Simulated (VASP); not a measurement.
Zr:

```xyz
1
Lattice="0.0000 2.2646 2.2646 2.2646 0.0000 2.2646 2.2646 2.2646 0.0000" Properties=species:S:1:pos:R:3 pbc="T T T"
Zr    0.0000    0.0000    0.0000
```

Base run:

```yaml
Program: VASP 6.6.1
Functional: PBE
Potentials_or_basis: VASP PAW PBE potentials, release 64 (Zr_sv)
Cutoff: 500 eV
k_mesh: 10 × 10 × 10
Occupations: gaussian, width 0.1 eV
Spin: no spin polarisation
```

Its results: band gap on the k mesh zero (band 6 reaches 9.89 eV, above the bottom of band 7 at 8.63 eV); pressure 0.1 GPa.

Question: The run is repeated on the same cell with these changes: functional from PBE to BLYP. What comes out?

Answer: Band gap on the k mesh zero (band 6 reaches 10.33 eV, above the bottom of band 7 at 9.13 eV); pressure 3.2 GPa.

BLYP binds less tightly than PBE, so the same cell stands under more pressure.

Caveats: the PAW data sets were made with another functional, which shifts forces and pressure a little (some runs).
